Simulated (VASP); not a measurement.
Input of a VASP 6.6.1 run:

File INCAR:

```
PREC     = Accurate       # precision mode
ENCUT    = 520            # plane-wave cutoff, eV
EDIFF    = 1E-7           # SCF threshold, eV
ISMEAR   = 0              # smearing method
SIGMA    = 0.1            # smearing width, eV
LREAL    = False          # projectors in reciprocal space
LASPH    = True           # aspherical terms in the spheres
NELM     = 60             # most SCF steps
ALGO     = Normal         # electronic algorithm
ISIF     = 2              # what is computed and relaxed
LWAVE    = False          # write WAVECAR
LCHARG   = False          # write CHGCAR
GGA      = PE             # functional
NBANDS   = 16             # bands
```

The input KPOINTS:

```
regular mesh
0
Gamma
  6 6 4
```

POSCAR

```
HfH5
1.0
    3.2416005300      0.0000000000      0.0000000000
    0.0000000000      3.2416005300      0.0000000000
    0.0000000000      0.0000000000      6.6124430400
Hf H
1 5
Direct
    0.5000000000      0.5000000000      0.9394414700
    0.0000000000      0.0000000000      0.7757710400
    0.5000000000      0.5000000000      0.3701824200
    0.0000000000      0.5000000000      0.2283105100
    0.5000000000      0.0000000000      0.2283105100
    0.5000000000      0.5000000000      0.6645111600
```

Potentials or basis: VASP PAW PBE potentials, release 64 (Hf_pv, H).

Launch:

```sh
$ cat potpaw_PBE.64/Hf_pv/POTCAR potpaw_PBE.64/H/POTCAR > POTCAR
$ mpirun -np 1 vasp_std > vasp.out
```

Estimate the band gap on the k mesh.

zero (an odd number of electrons rules out a gap without spin polarisation).

Estimate the largest force.

3.013 eV/Å.

What does it give for the pressure?

-15.1 GPa.

Stress tensor (GPa, compression positive):
```
-10.63   0.00   0.00
  0.00 -10.63   0.00
  0.00   0.00 -23.95
```

Caveat: the cell stands under tension; spin-orbit coupling is left out, which moves the levels of the heavy elements; forces of over 1 eV/Å act on the atoms, so gaps and moduli don't describe the material at rest.
